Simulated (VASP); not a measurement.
# CuNi2 (P-62m) in VASP: a series of runs, part 2 of 3

VASP 6.6.1. Earlier steps stand in the parts before.

## Step 3: Single point, PBE, collinear spin, ferromagnetic start

This run uses another cell than the first one, of 11.21 Å³/atom.

Contents of INCAR:

```
ALGO     = Normal         # electronic algorithm
EDIFF    = 1E-7           # SCF threshold, eV
ENCUT    = 520            # plane-wave cutoff, eV
GGA      = PE             # functional
ISIF     = 2              # what is computed and relaxed
ISMEAR   = 0              # smearing method
ISPIN    = 2              # spin polarisation
LASPH    = T              # aspherical terms in the spheres
LCHARG   = F              # write CHGCAR
LMAXMIX  = 4              # l up to which the mixer works
LORBIT   = 11             # projections on sites
LREAL    = F              # projectors in reciprocal space
LWAVE    = F              # write WAVECAR
MAGMOM   = 0 0 2 2 2 2    # initial moments
NBANDS   = 44             # bands
NELM     = 150            # most SCF steps
PREC     = Accurate       # precision mode
SIGMA    = 0.1            # smearing width, eV
```

Contents of KPOINTS:

```
k-points
0
Gamma
  6 6 4
```

Contents of POSCAR:

```
CuNi2
1.0
    4.3344256733     -0.0000000029      0.0000000000
   -2.1672128342      3.7537227453      0.0000000000
    0.0000000000      0.0000000000      4.1329285920
Cu Ni
2 4
Direct
    0.6666666667      0.3333333333      0.0000000000
    0.3333333333      0.6666666667      0.0000000000
    0.0000000000      0.0000000000      0.0000000000
    0.0000000000      0.3283112051      0.5000000000
    0.6716887949      0.6716887949      0.5000000000
    0.3283112051      0.0000000000      0.5000000000
```

Potentials or basis: VASP PAW PBE potentials, release 64 (Cu, Ni).

The run is started by

```console
$ cat potpaw_PBE.64/Cu/POTCAR potpaw_PBE.64/Ni/POTCAR > POTCAR
$ mpirun -np 1 vasp_std > vasp.out
```

OUTCAR:

```text
EDIFF = 1E-7
   ENCUT = 520
   GGA = PE
   ISIF = 2
   ISMEAR = 0
   ISPIN = 2
   LASPH = T
   LORBIT = 11
   LREAL = F
   NELM = 150
   PREC = Accurate

 ion  position               nearest neighbor table
   1  0.667  0.333  0.000-   2 2.50   2 2.50   3 2.50   3 2.50   3 2.50   2 2.50   4 2.53   4 2.53
                             6 2.53   6 2.53   5 2.53   5 2.53
   2  0.333  0.667  0.000-   1 2.50   1 2.50   3 2.50   3 2.50   3 2.50   1 2.50   6 2.53   6 2.53
                             4 2.53   4 2.53   5 2.53   5 2.53
   3  0.000  0.000  0.000-   1 2.50   2 2.50   2 2.50   1 2.50   1 2.50   2 2.50   5 2.51   5 2.51
                             4 2.51   4 2.51   6 2.51   6 2.51
   4  0.000  0.328  0.500-   5 2.46   6 2.46   3 2.51   3 2.51   6 2.52   5 2.52   6 2.52   5 2.52
                             1 2.53   1 2.53   2 2.53   2 2.53
   5  0.672  0.672  0.500-   4 2.46   6 2.46   3 2.51   3 2.51   6 2.52   4 2.52   4 2.52   6 2.52
                             1 2.53   1 2.53   2 2.53   2 2.53
   6  0.328  0.000  0.500-   5 2.46   4 2.46   3 2.51   3 2.51   5 2.52   4 2.52   4 2.52   5 2.52
                             2 2.53   2 2.53   1 2.53   1 2.53

  LATTYP: Found a hexagonal cell.
 ALAT       =     4.3344256733
 C/A-ratio  =     0.9535123921

  Lattice vectors:

 A1 = (   4.3344256733,  -0.0000000029,   0.0000000000)
 A2 = (  -2.1672128342,   3.7537227453,   0.0000000000)
 A3 = (   0.0000000000,   0.0000000000,   4.1329285920)

Analysis of symmetry for initial positions (statically):
=====================================================================
 Subroutine PRICEL returns:
 Original cell was already a primitive cell.

 Routine SETGRP: Setting up the symmetry group for a
 hexagonal supercell.

 Subroutine GETGRP returns: Found 12 space group operations
 (whereof 12 operations were pure point group operations)
 out of a pool of 24 trial point group operations.

The static configuration has the point symmetry D_3h.

Analysis of symmetry for dynamics (positions and initial velocities):
=====================================================================
 Subroutine PRICEL returns:
 Original cell was already a primitive cell.

 Routine SETGRP: Setting up the symmetry group for a
 hexagonal supercell.

 Subroutine GETGRP returns: Found 12 space group operations
 (whereof 12 operations were pure point group operations)
 out of a pool of 24 trial point group operations.

The dynamic configuration has the point symmetry D_3h.

Analysis of structural, dynamic, and magnetic symmetry:
=====================================================================
 Subroutine PRICEL returns:
 Original cell was already a primitive cell.

 Routine SETGRP: Setting up the symmetry group for a
 hexagonal supercell.

 Subroutine GETGRP returns: Found 12 space group operations
 (whereof 12 operations were pure point group operations)
 out of a pool of 24 trial point group operations.

The overall configuration has the point symmetry D_3h.

 Subroutine INISYM returns: Found 12 space group operations
 (whereof 12 operations are pure point group operations),
 and found     1 'primitive' translations

----------------------------------------------------------------------------------------

                                     Primitive cell

  volume of cell :      67.2437

[... 99 lines left out ...]
   ISYM   =      2    0-nonsym 1-usesym 2-fastsym
   POTIM  = 0.5000    time-step for ionic-motion
   TEBEG  =    0.0;   TEEND  =   0.0 temperature during run
   PSTRESS=    0.0 pullay stress
   NELECT =      62.0000    total number of electrons
   NUPDOWN=      -1.0000    fix difference up-down
   EMIN   =  10.00;   EMAX   =-10.00  energy-range for DOS
   EFERMI =   0.00;   METHOD = LEGACY
   ISMEAR =     0;   SIGMA  =   0.10  broadening in eV -4-tet -1-fermi 0-gaus
   EFERMI_NEDOS =   21; number of points for ismear=-14 and -15
   IALGO  =     38    algorithm
   IMIX   =      4    mixing-type and parameters
     AMIX     =   0.40;   BMIX     =  1.00
     AMIX_MAG =   1.60;   BMIX_MAG =  1.00
  volume/ion in A,a.u.               =      11.21        75.63
  Fermi-wavevector in a.u.,A,eV,Ry     =   1.593388  3.011066 34.543627  2.538885
  Thomas-Fermi vector in A             =   2.691626
   LORBIT       =     11    0 simple, 1 ext, 2 COOP (PROOUT), +10 PAW based schemes
   GGA     = PE    functional components
   LHFCALC =     F    Hartree Fock is set to
   AEXX    =    0.0000 exact exchange contribution
   IVDW    =     0    specifies the selected vdW correction
   LEPSILON=     F    determine dielectric tensor
   LRPA    =     F    only Hartree local field effects (RPA)
 spin polarized calculation
 Gauss-broadening in eV      SIGMA  =   0.10
  energy-cutoff  :      520.00
  volume of cell :       67.24
 maximum number of plane-waves:      1822
   NGX = 17   NGY = 17   NGZ = 15

 number of electron      61.9999956 magnetization       1.6007849

 Free energy of the ion-electron system (eV)
  ---------------------------------------------------
  ext. energy  EPLUGINS =         0.00000000
  ---------------------------------------------------
  free energy    TOTEN  =       -29.06664186 eV

  energy without entropy =      -29.01854335  energy(sigma->0) =      -29.04259260

 E-fermi :   8.5158     XC(G=0): -13.0568

 val. band max:        8.5150131724   @ k =   0.3333   0.3333   0.0000
 cond. band min:       8.5175766336   @ k =   0.5000   0.0000   0.5000
 fundamental gap:      0.0025634613
 Fermi energy:         8.5158469185

 spin component 1

 k-point     1 :       0.0000    0.0000    0.0000
  band No.  band energies     occupation
      1      -0.4042      1.00000
      2       3.8623      1.00000
      3       4.8469      1.00000
      4       4.8469      1.00000
      5       4.9444      1.00000
      6       4.9444      1.00000
[... 955 lines left out ...]
     42      19.2950      0.00000
     43      25.0525      0.00000
 Fermi energy:         8.5158469185

 spin component 2

 k-point     1 :       0.0000    0.0000    0.0000
  band No.  band energies     occupation
      1      -0.4285      1.00000
      2       3.9839      1.00000
      3       4.9754      1.00000
      4       4.9754      1.00000
      5       5.0274      1.00000
      6       5.0274      1.00000
[... 955 lines left out ...]
     42      19.3989      0.00000
     43      25.0787      0.00000
 [bands above 43 left out]

------------------------ aborting loop because EDIFF is reached ----------------------------------------

  FORCE on cell =-STRESS in cart. coord.  units (eV):
  Direction    XX          YY          ZZ          XY          YZ          ZX
  --------------------------------------------------------------------------------------
  -------------------------------------------------------------------------------------
  Total        0.1165351      0.1165351      0.2397777     -0.0000000      0.0000000      0.0000000
  in kB        2.7766156      2.7766156      5.7130460     -0.0000000      0.0000000      0.0000000
  external PRESSURE =       3.7554257 kB  Pullay stress =       0.0000000 kB

 VOLUME and BASIS-vectors are now :
 -----------------------------------------------------------------------------
  energy-cutoff  :      520.00
  volume of cell :       67.24
      direct lattice vectors                 reciprocal lattice vectors
     4.334425673 -0.000000003  0.000000000     0.230711074  0.133201100  0.000000000
    -2.167212834  3.753722745  0.000000000     0.000000000  0.266402201  0.000000000
     0.000000000  0.000000000  4.132928592     0.000000000  0.000000000  0.241959177

 POSITION                                       TOTAL-FORCE (eV/Angst)
 -----------------------------------------------------------------------------------
      2.16721      1.25124      0.00000         0.000000      0.000000      0.000000
      0.00000      2.50248      0.00000         0.000000      0.000000      0.000000
      0.00000      0.00000      0.00000         0.000000      0.000000      0.000000
     -0.71152      1.23239      2.06646         0.017071     -0.029569     -0.000000
      1.45569      2.52133      2.06646         0.017071      0.029569      0.000000
      1.42304     -0.00000      2.06646        -0.034143      0.000000     -0.000000
 -----------------------------------------------------------------------------------
    total drift:                                0.000001      0.000001      0.000000

  FREE ENERGIE OF THE ION-ELECTRON SYSTEM (eV)
  ---------------------------------------------------
  free  energy   TOTEN  =       -29.0666418597 eV

  energy  without entropy=      -29.0185433474  energy(sigma->0) =      -29.04259260

 total charge

# of ion       s       p       d       tot
------------------------------------------
    1        0.464   0.421   9.166  10.050
    2        0.464   0.421   9.166  10.050
    3        0.470   0.457   8.357   9.284
    4        0.481   0.458   8.335   9.274
    5        0.481   0.458   8.335   9.274
    6        0.481   0.458   8.335   9.274
--------------------------------------------------
tot          2.840   2.673  51.693  57.205

 magnetization (x)

# of ion       s       p       d       tot
------------------------------------------
    1       -0.002  -0.012   0.017   0.002
    2       -0.002  -0.012   0.017   0.002
    3       -0.001  -0.011   0.370   0.357
    4       -0.004  -0.014   0.448   0.430
    5       -0.004  -0.014   0.448   0.430
    6       -0.004  -0.014   0.448   0.430
--------------------------------------------------
tot         -0.019  -0.077   1.749   1.653
```

Run time: 2.1 min. Hardware: 1 thread of Intel Xeon Platinum 8488C (Sapphire Rapids), shared host; peak memory 0.25 GiB.

Results:

* Free energy: -29.0666 eV
* Pressure: 0.4 GPa
* Largest force: 0.034 eV/Å
* Net moment: 1.60 μB per cell
* Site moments: Cu +0.00; Ni +0.36, +0.43 (each value once) μB
* Valence electrons inside the program's atomic spheres: Cu 10.05; Ni 9.28, 9.27 (each value once)

Forces on the atoms (eV/Å):
```
Cu   0.000  0.000  0.000
Cu   0.000  0.000  0.000
Ni   0.000  0.000  0.000
Ni   0.017 -0.030  0.000
Ni   0.017  0.030  0.000
Ni  -0.034  0.000  0.000
```

Stress tensor (GPa, compression positive):
```
0.28 0.00 0.00
0.00 0.28 0.00
0.00 0.00 0.57
```

Caveat: the k points lie up to 0.38 Å⁻¹ apart.

(Part 2 of 3 ends here.)
